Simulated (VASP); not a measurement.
Input of a VASP 6.6.1 run:

The input INCAR:

```
SYSTEM = Al
ALGO = Normal
EDIFF = 1E-7
EDIFFG = -0.01
ENCUT = 600
GGA = PE
IBRION = 2
ISIF = 3
ISMEAR = 0
LASPH = .TRUE.
LCHARG = .FALSE.
LREAL = .FALSE.
LWAVE = .FALSE.
NELM = 100
NSW = 100
PREC = Accurate
SIGMA = 0.1
```

The input KPOINTS:

```
k-points
0
G
  12 12 20
  0 0 0
```

Contents of POSCAR:

```
Al
1.0
    4.5759363812      0.0000000000      0.0000000000
   -2.2879681906      3.9628771522      0.0000000000
    0.0000000000      0.0000000000      2.7147968980
Al
2
Direct
    0.3333333333      0.6666666667      0.0000000000
    0.6666666667      0.3333333333      0.0000000000
```

Potentials or basis: VASP PAW PBE potentials, release 64 (Al).

Command:

```console
$ cat potpaw_PBE.64/Al/POTCAR > POTCAR
$ mpirun -np 1 vasp_std > vasp.out
```

Predict the relaxed cell.

a = 4.545 Å, b = 4.545 Å, c = 2.753 Å, α = 90.00°, β = 90.00°, γ = 120.00°.

Predict the space group after relaxing (to 0.1 Å).

P6/mmm (No. 191).

Estimate the relaxed volume.

24.63 Å³/atom.

The path:
```tsv
step	energy change (eV)	largest force (eV/Å)	pressure (GPa)	volume (Å³)
1	0.0000	0.0000	0.03	49.23
2	-0.0064	0.0000	-0.02	49.25
3	-0.0064	0.0000	-0.02	49.25
```
